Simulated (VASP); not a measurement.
Input of a VASP 6.6.1 run:

Contents of INCAR:

```
SYSTEM = Pt
PREC = Accurate
ENCUT = 520
EDIFF = 1E-6
ISMEAR = 0
SIGMA = 0.15
LREAL = .False.
LASPH = .True.
NELM = 60
ALGO = Fast
ISIF = 2
LWAVE = .False.
LCHARG = .False.
GGA = PE
NBANDS = 11
```

File KPOINTS:

```
regular mesh
0
Gamma
  24 24 24
  0 0 0
```

Contents of POSCAR:

```
Pt
1.0
    0.0000000000      2.1977790799      1.5538298095
    2.1977790799      0.0000000000      1.5538298095
    2.1977790799      2.1977790799      0.0000000000
Pt
1
Direct
    0.0000000000      0.0000000000      0.0000000000
```

Potentials or basis: VASP PAW PBE potentials, release 64 (Pt).

Run with:

```bash
$ cat potpaw_PBE.64/Pt/POTCAR > POTCAR
$ mpirun -np 1 vasp_std > vasp.out
```

Task: Predict the band gap on the k mesh.

Result: Zero (bands 5 and 6 overlap by 2.38 eV).

Task: What does it give for the pressure?

Result: 14.2 GPa.

Caveat: the cell stands under pressure; spin-orbit coupling is left out, which moves the levels of the heavy elements.
